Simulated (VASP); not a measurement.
The system is Al.

```
Al
1.0
     2.61737    0.00000    0.00000
     0.00000    2.61737    0.00000
     0.00000    0.00000    2.61737
Al
1
Direct
  0.00000 0.00000 0.00000
```

* Program: VASP 6.6.1
* Task: relaxation of cell and atoms
* Functional: PBE
* Potentials or basis: VASP PAW PBE potentials, release 64 (Al)
* Cutoff: 600 eV
* k mesh: 12 × 12 × 12
* Occupations: fermi-dirac, width 0.1 eV
* Spin: no spin polarisation

At the start: pressure 8.5 GPa; volume 17.93 Å³/atom.

How do energy, volume and symmetry change on relaxing?

Over 3 steps the energy falls by 52.9 meV/atom and the volume is 20.14 Å³/atom (+12.3 %); space group Pm-3m (No. 221, to 0.05 Å).

The path:
```
step  energy change (eV)  largest force (eV/Å)  pressure (GPa)  volume (Å³)
   1              0.0000                0.0000            8.47        17.93
   2             -0.0519                0.0000           -0.93        20.51
   3             -0.0529                0.0000            0.04        20.14
```

Final structure:
```
Al
1.0
     2.72089    0.00000    0.00000
     0.00000    2.72089    0.00000
     0.00000    0.00000    2.72089
Al
1
Cartesian
  0.0000 0.0000 0.0000
```
